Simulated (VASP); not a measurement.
# Pt in VASP: single point with PBE

Aim: the single point of Pt with PBE.

Everything below comes from runs of VASP 6.6.1. Logs are shortened: lines on timing, memory, paths and dates and some standing lists are left out, and cuts for length are marked.

## Step 1: The cell of the first run

The cell holds a slab with vacuum, 6 atoms: a = 2.807 Å, b = 2.807 Å, c = 26.461 Å, α = 90.00°, β = 90.00°, γ = 120.00°.

## Step 2: Single point, PBE

The input, INCAR:

```
PREC = Accurate ; ENCUT = 520
EDIFF = 1E-7 ; ISMEAR = 0
SIGMA = 0.1 ; LREAL = F
LASPH = T ; NELM = 80
ALGO = Normal ; ISIF = 2
LWAVE = F ; LCHARG = T
LDIPOL = T ; IDIPOL = 3
DIPOL = 0.5 0.5 0.500 ; GGA = PE
LELF = T ; LVHAR = T
LVACPOTAV = T ; NBANDS = 39
```

The input, KPOINTS:

```
regular mesh
0
Gamma
  12 12 1
```

The input, POSCAR:

```
Pt
1.0
    2.8072945026      0.0000000000      0.0000000000
   -1.4036472513      2.4311883552      0.0000000000
    0.0000000000      0.0000000000     26.4607318152
Pt
6
Direct
    0.6666666667      0.3333333333      0.2835403721
    0.3333333333      0.6666666667      0.3709189656
    0.0000000000      0.0000000000      0.4569569069
    0.6666666667      0.3333333333      0.5430431165
    0.3333333333      0.6666666667      0.6290810299
    0.0000000000      0.0000000000      0.7164596089
```

Potentials or basis: VASP PAW PBE potentials, release 64 (Pt).

Started as:

```
$ cat potpaw_PBE.64/Pt/POTCAR > POTCAR
$ mpirun -np 1 vasp_std > vasp.out
```

OUTCAR:

```text
PREC = Accurate
   ENCUT = 520
   EDIFF = 1E-7
   ISMEAR = 0
   LREAL = F
   LASPH = T
   NELM = 80
   ISIF = 2
   GGA = PE

 ion  position               nearest neighbor table
   1  0.667  0.333  0.284-   2 2.82   2 2.82   2 2.82
   2  0.333  0.667  0.371-   3 2.79   3 2.79   3 2.79   1 2.82   1 2.82   1 2.82
   3  0.000  0.000  0.457-   2 2.79   2 2.79   2 2.79   4 2.80   4 2.80   4 2.80
   4  0.667  0.333  0.543-   5 2.79   5 2.79   5 2.79   3 2.80   3 2.80   3 2.80
   5  0.333  0.667  0.629-   4 2.79   4 2.79   4 2.79   6 2.82   6 2.82   6 2.82
   6  0.000  0.000  0.716-   5 2.82   5 2.82   5 2.82

  LATTYP: Found a hexagonal cell.
 ALAT       =     2.8072945026
 C/A-ratio  =     9.4257057073

  Lattice vectors:

 A1 = (   2.8072945026,   0.0000000000,   0.0000000000)
 A2 = (  -1.4036472513,   2.4311883552,   0.0000000000)
 A3 = (   0.0000000000,   0.0000000000,  26.4607318152)

Analysis of symmetry for initial positions (statically):
=====================================================================
 Subroutine PRICEL returns:
 Original cell was already a primitive cell.

 Routine SETGRP: Setting up the symmetry group for a
 hexagonal supercell.

 Subroutine GETGRP returns: Found 12 space group operations
 (whereof  6 operations were pure point group operations)
 out of a pool of 24 trial point group operations.

The static configuration has the point symmetry C_3v.
 The point group associated with its full space group is D_3d.

Analysis of symmetry for dynamics (positions and initial velocities):
=====================================================================
 Subroutine PRICEL returns:
 Original cell was already a primitive cell.

 Routine SETGRP: Setting up the symmetry group for a
 hexagonal supercell.

 Subroutine GETGRP returns: Found 12 space group operations
 (whereof  6 operations were pure point group operations)
 out of a pool of 24 trial point group operations.

The dynamic configuration has the point symmetry C_3v.
 The point group associated with its full space group is D_3d.

 Subroutine INISYM returns: Found 12 space group operations
 (whereof  6 operations are pure point group operations),
 and found     1 'primitive' translations

----------------------------------------------------------------------------------------

[... 99 lines left out ...]
   NFREE  =      0    steps in history (QN), initial steepest desc. (CG)
   ISIF   =      2    stress and relaxation
   ISYM   =      2    0-nonsym 1-usesym 2-fastsym
   POTIM  = 0.5000    time-step for ionic-motion
   TEBEG  =    0.0;   TEEND  =   0.0 temperature during run
   PSTRESS=    0.0 pullay stress
   NELECT =      60.0000    total number of electrons
   NUPDOWN=      -1.0000    fix difference up-down
   EMIN   =  10.00;   EMAX   =-10.00  energy-range for DOS
   EFERMI =   0.00;   METHOD = LEGACY
   ISMEAR =     0;   SIGMA  =   0.10  broadening in eV -4-tet -1-fermi 0-gaus
   EFERMI_NEDOS =   21; number of points for ismear=-14 and -15
   IALGO  =     38    algorithm
   IMIX   =      4    mixing-type and parameters
     AMIX     =   0.40;   BMIX     =  1.00
     AMIX_MAG =   1.60;   BMIX_MAG =  1.00
  volume/ion in A,a.u.               =      30.10       203.12
  Fermi-wavevector in a.u.,A,eV,Ry     =   1.133850  2.142667 17.491879  1.285617
  Thomas-Fermi vector in A             =   2.270554
   LORBIT       =      0    0 simple, 1 ext, 2 COOP (PROOUT), +10 PAW based schemes
   GGA     = PE    functional components
   LHFCALC =     F    Hartree Fock is set to
   AEXX    =    0.0000 exact exchange contribution
   IVDW    =     0    specifies the selected vdW correction
   LEPSILON=     F    determine dielectric tensor
   LRPA    =     F    only Hartree local field effects (RPA)
 non-spin polarized calculation
 Gauss-broadening in eV      SIGMA  =   0.10
  energy-cutoff  :      520.00
  volume of cell :      180.60
 maximum number of plane-waves:      4912
 NGX is ok and might be reduce to    24
   NGX = 11   NGY = 11   NGZ = 99

 dipolmoment           0.000000      0.000000      0.000000 electrons x Angstroem

 number of electron      59.9999993 magnetization

 dipolmoment           0.000000      0.000000     -0.000000 electrons x Angstroem

 Free energy of the ion-electron system (eV)
  ---------------------------------------------------
  ext. energy  EPLUGINS =         0.00000000
  ---------------------------------------------------
  free energy    TOTEN  =       -35.38130362 eV

  energy without entropy =      -35.32409536  energy(sigma->0) =      -35.35269949

 E-fermi :   2.6948     XC(G=0):  -7.5649

 val. band max:        2.6913432230   @ k =   0.4167   0.0833   0.0000
 cond. band min:       2.7041537384   @ k =   0.4167  -0.0000   0.0000
 fundamental gap:      0.0128105154
 Fermi energy:         2.6948262533

 k-point     1 :       0.0000    0.0000    0.0000
  band No.  band energies     occupation
      1      -6.8877      2.00000
      2      -6.1094      2.00000
      3      -5.1752      2.00000
      4      -4.4658      2.00000
      5      -4.0519      2.00000
      6      -4.0099      2.00000
[... 787 lines left out ...]
     38       9.2722      0.00000
     39       9.2936      0.00000

------------------------ aborting loop because EDIFF is reached ----------------------------------------

  FORCE on cell =-STRESS in cart. coord.  units (eV):
  Direction    XX          YY          ZZ          XY          YZ          ZX
  --------------------------------------------------------------------------------------
  -------------------------------------------------------------------------------------
  Total       -4.4420200     -4.4420200     -0.2651798      0.0000000      0.0000000      0.0000000
  in kB      -39.4078428    -39.4078428     -2.3525699      0.0000000      0.0000000      0.0000000
  external PRESSURE =     -27.0560852 kB  Pullay stress =       0.0000000 kB

 VOLUME and BASIS-vectors are now :
 -----------------------------------------------------------------------------
  energy-cutoff  :      520.00
  volume of cell :      180.60
      direct lattice vectors                 reciprocal lattice vectors
     2.807294503  0.000000000  0.000000000     0.356214854  0.205660742  0.000000000
    -1.403647251  2.431188355  0.000000000     0.000000000  0.411321483  0.000000000
     0.000000000  0.000000000 26.460731815     0.000000000  0.000000000  0.037791850

 POSITION                                       TOTAL-FORCE (eV/Angst)
 -----------------------------------------------------------------------------------
      1.40365      0.81040      7.50269         0.000000     -0.000000      0.014094
     -0.00000      1.62079      9.81479        -0.000000     -0.000000      0.003705
      0.00000      0.00000     12.09141        -0.000000     -0.000000      0.001479
      1.40365      0.81040     14.36932         0.000000     -0.000000     -0.001479
     -0.00000      1.62079     16.64594         0.000000      0.000000     -0.003705
      0.00000      0.00000     18.95805        -0.000000     -0.000000     -0.014094
 -----------------------------------------------------------------------------------
    total drift:                               -0.000000      0.000000     -0.000010

  FREE ENERGIE OF THE ION-ELECTRON SYSTEM (eV)
  ---------------------------------------------------
  free  energy   TOTEN  =       -35.3813036161 eV

  energy  without entropy=      -35.3240953606  energy(sigma->0) =      -35.35269949

 vacuum level on the upper side and lower side of the slab         8.425         8.425
```

stdout:

```text
POSCAR found type information on POSCAR Pt
 POSCAR found :  1 types and       6 ions
 scaLAPACK will be used
 LDA part: xc-table for (Slater+PW92), standard interpolation
 POSCAR, INCAR and KPOINTS ok, starting setup
 FFT: planning ... GRIDC
 FFT: planning ... GRID_SOFT
 FFT: planning ... GRID
 WAVECAR not read
 entering main loop
 -----------------------------------------------------------------------------
|                                                                             |
|           W    W    AA    RRRRR   N    N  II  N    N   GGGG   !!!           |
|           W    W   A  A   R    R  NN   N  II  NN   N  G    G  !!!           |
|           W    W  A    A  R    R  N N  N  II  N N  N  G       !!!           |
|           W WW W  AAAAAA  RRRRR   N  N N  II  N  N N  G  GGG   !            |
|           WW  WW  A    A  R   R   N   NN  II  N   NN  G    G                |
|           W    W  A    A  R    R  N    N  II  N    N   GGGG   !!!           |
|                                                                             |
|     Did not find any points to average over, which means that no vacuum     |
|     field-free region was found. Please increase the size of  your cell     |
|     in the dimension of the dipole correction to obtain accurate            |
|     workfunction values.                                                    |
|                                                                             |
 -----------------------------------------------------------------------------
```

It took 10 min on 1 thread of AMD EPYC, shared host; peak memory 0.33 GiB.

Results:

```
Free energy            : -35.3813 eV
Largest force          : 0.014 eV/Å
Band gap on the k mesh : zero (bands 30 and 31 overlap by 1.43 eV)
```

Forces on the atoms (eV/Å):
```
Pt   0.000  0.000  0.014
Pt   0.000  0.000  0.004
Pt   0.000  0.000  0.001
Pt   0.000  0.000 -0.001
Pt   0.000  0.000 -0.004
Pt   0.000  0.000 -0.014
```

Levels at points of the mesh, in eV from the Fermi level:
```csv
k point,band 26,band 27,band 28,band 29,band 30,band 31,band 32,band 33,band 34,band 35
"(0.00, 0.00, 0.00)",-1.49,-1.49,-1.17,-1.17,-0.69,-0.69,-0.19,-0.19,0.03,0.03
"(0.50, 0.00, 0.00)",0.12,0.23,0.35,0.59,0.60,0.68,1.86,2.41,2.69,2.93
```

Caveat: spin-orbit coupling is left out, which moves the levels of the heavy elements.
